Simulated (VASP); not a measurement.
Wanted: the native input for a VASP 6.6.1 run.

```
Task                   : single point
Functional             : r2SCAN
Potentials or basis    : VASP PAW PBE potentials, release 64 (Be, Si)
Cutoff                 : 520 eV
k mesh                 : 9 × 9 × 5
Occupations            : fermi-dirac, width 0.1 eV
Spin                   : no spin polarisation
Dipole correction      : no
Further INCAR settings : ALGO = Normal; EDIFF = 1e-06; NBANDS = 23
```

Be4Si:

```
Be Si
1.0
     3.59279    0.00000    0.00000
     0.00000    3.59279    0.00000
     0.00000    0.00000    7.51831
Be Si
8 2
Direct
  0.00000 0.00000 0.00000
  0.50000 0.50000 0.00000
  0.00000 0.50000 0.48100
  0.50000 0.00000 0.51900
  0.00000 0.00000 0.30400
  0.50000 0.50000 0.30400
  0.50000 0.50000 0.69600
  0.00000 0.00000 0.69600
  0.00000 0.50000 0.16900
  0.50000 0.00000 0.83100
```

One way to write it, as run:

POSCAR

```
Be4Si
1.0
    3.5927940000      0.0000000000      0.0000000000
    0.0000000000      3.5927940000      0.0000000000
    0.0000000000      0.0000000000      7.5183130000
Be Si
8 2
Direct
    0.0000000000      0.0000000000      0.0000000000
    0.5000000000      0.5000000000      0.0000000000
    0.0000000000      0.5000000000      0.4810000000
    0.5000000000      0.0000000000      0.5190000000
    0.0000000000      0.0000000000      0.3040000000
    0.5000000000      0.5000000000      0.3040000000
    0.5000000000      0.5000000000      0.6960000000
    0.0000000000      0.0000000000      0.6960000000
    0.0000000000      0.5000000000      0.1690000000
    0.5000000000      0.0000000000      0.8310000000
```

INCAR.step1

```
SYSTEM = Be4Si
  PREC = Accurate
  ENCUT = 520
  ISMEAR = -1
  SIGMA = 0.1
  LREAL = .False.
  LASPH = .True.
  NELM = 100
  NBANDS = 23
  GGA = PE
  ALGO = Normal
  EDIFF = 1E-4
  LWAVE = .True.
  LCHARG = .False.
```

INCAR.step2

```
SYSTEM = Be4Si
  PREC = Accurate
  ENCUT = 520
  EDIFF = 1E-6
  ISMEAR = -1
  SIGMA = 0.1
  LREAL = .False.
  LASPH = .True.
  NELM = 100
  ALGO = Normal
  ISIF = 2
  LWAVE = .False.
  LCHARG = .False.
  METAGGA = R2SCAN
  LMIXTAU = .True.
  NBANDS = 23
  ISTART = 1
```

KPOINTS

```
regular mesh
0
Gamma
  9 9 5
  0 0 0
```

Potentials or basis: VASP PAW PBE potentials, release 64 (Be, Si).

Run with:

```console
$ cat potpaw_PBE.64/Be/POTCAR potpaw_PBE.64/Si/POTCAR > POTCAR
$ cp INCAR.step1 INCAR
$ mpirun -np 1 vasp_std > vasp.out
$ cp INCAR.step2 INCAR
$ mpirun -np 1 vasp_std > vasp.out
```

It gave:

| Property | Result |
| --- | --- |
| Pressure | 13.7 GPa |
| Largest force | 2.155 eV/Å |
| Band gap on the k mesh | zero (bands 12 and 13 overlap by 0.89 eV) |

Caveat: the cell stands under pressure; the PAW data sets were made with another functional, which shifts forces and pressure a little.

It took 3.7 min on 1 thread of Intel(R) Xeon(R) Platinum 8259CL CPU @ 2.50GHz (Skylake/Cascade Lake), with other jobs on the host, peak memory 0.25 GiB.
